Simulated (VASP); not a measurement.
Input of a VASP 6.6.1 run:

File INCAR:

```
PREC = Accurate
ENCUT = 520
EDIFF = 1E-6
ISMEAR = 0
SIGMA = 0.05
LREAL = False
LASPH = True
NELM = 60
ALGO = Normal
ISIF = 2
LWAVE = False
LCHARG = False
GGA = PS
NBANDS = 16
```

Contents of KPOINTS:

```
Automatic mesh
0
Gamma
  10 10 10
```

File POSCAR:

```
GaP
1.0
    0.0000000000      2.9433317647      2.7165037053
    2.7165037053      0.0000000000      2.7165037053
    2.7165037053      2.9433317647      0.0000000000
Ga P
1 1
Direct
    0.0000000000      0.0000000000      0.0000000000
    0.7500000000      0.7500000000      0.7500000000
```

Potentials or basis: VASP PAW PBE potentials, release 64 (Ga_d, P).

Command:

```console
$ cat potpaw_PBE.64/Ga_d/POTCAR potpaw_PBE.64/P/POTCAR > POTCAR
$ mpirun -np 1 vasp_std > vasp.out
```

Q: Predict the pressure.

A: -5.6 GPa.

Q: What does it give for the band gap on the k mesh?

A: 0.96 eV, direct.

Stress tensor (GPa, compression positive):
```
 -3.43   0.00   0.00
  0.00 -10.03   0.00
  0.00   0.00  -3.43
```

Caveat: the PAW data sets were made with another functional, which shifts forces and pressure a little. A k mesh can miss the band edges.
